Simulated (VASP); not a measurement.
Runs of VASP 6.6.1 on SiO2. The structure is that of space group P2_13 (No. 198), or close to it. The cells are those of the table. 

| task | cell | gap on the mesh (eV) | pressure (GPa) | largest force (eV/Å) |
| --- | --- | --- | --- | --- |
| electric field gradients | a = 6.986 Å, 24 atoms | 5.98 | (a) | 0.48 |
| electric field gradients | a = 7.034 Å, 24 atoms | 5.87 | 4.7 | 0.23 |
| electric field gradients | a = 6.962 Å, 24 atoms | (c) | 10.7 | 0.62 |
| electric field gradients | a = 7.152 Å, 24 atoms | 5.56 | -3.4 | 0.32 |
| single point | a = 7.082 Å, 24 atoms | (b) | 1.2 | 0.05 |

Alike in all rows: level PBE; potentials or basis VASP PAW PBE potentials, release 64 (Si, O); no spin polarisation; k mesh 3 × 3 × 3; cutoff (eV) 520; smearing fermi-dirac 0.02 eV.

Task: Fill in the values left out.

Result: (a) 8.6; (b) 5.75; (c) 6.03.

Caveats: the cell stands under pressure (at least some runs); the cell stands under tension (at least some runs).

